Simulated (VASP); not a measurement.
LiH:

```xyz
2
Lattice="0.0000 2.0368 2.0368 2.0368 0.0000 2.0368 2.0368 2.0368 0.0000" Properties=species:S:1:pos:R:3 pbc="T T T"
Li    0.0000    0.0000    0.0000
H     2.0368    2.0368    2.0368
```

- Program: VASP 6.6.1
- Task: relaxation of cell and atoms
- Functional: r2SCAN
- Dispersion: rVV10
- Potentials or basis: VASP PAW PBE potentials, release 64 (Li_sv, H)
- Cutoff: 600 eV
- k mesh: 7 × 7 × 7
- Occupations: gaussian, width 0.01 eV
- Spin: no spin polarisation

At the start: pressure -2.2 GPa; volume 8.45 Å³/atom.

Q: Where does the relaxation end?

A: Over 5 steps the energy falls by 3.7 meV/atom and the volume is 7.92 Å³/atom (-6.3 %); space group Fm-3m (No. 225, to 0.05 Å).

Step by step:
| step | energy change (eV) | largest force (eV/Å) | pressure (GPa) | volume (Å³) |
| --- | --- | --- | --- | --- |
| 1 | 0.0000 | 0.0000 | -2.16 | 16.90 |
| 2 | -0.0032 | 0.0000 | -1.52 | 16.62 |
| 3 | -0.0070 | 0.0000 | -0.63 | 16.07 |
| 4 | -0.0015 | 0.0000 | 2.40 | 15.01 |
| 5 | -0.0075 | 0.0000 | -0.06 | 15.83 |

Final structure:
```cif
data_structure
_symmetry_space_group_name_H-M 'P 1'
_symmetry_Int_Tables_number 1
_cell_length_a 2.8186
_cell_length_b 2.8186
_cell_length_c 2.8186
_cell_angle_alpha 60.000
_cell_angle_beta 60.000
_cell_angle_gamma 60.000
_cell_volume 15.83
loop_
_atom_site_label
_atom_site_type_symbol
_atom_site_fract_x
_atom_site_fract_y
_atom_site_fract_z
_atom_site_occupancy
Li1 Li 0.00000 0.00000 0.00000 1
H1 H 0.50000 0.50000 0.50000 1
```

Caveat: the cutoff is under 1.25 times the usual one of these potentials, so pressure, stress and relaxed cells hold a basis-set (Pulay) error; the PAW data sets were made with another functional, which shifts forces and pressure a little.
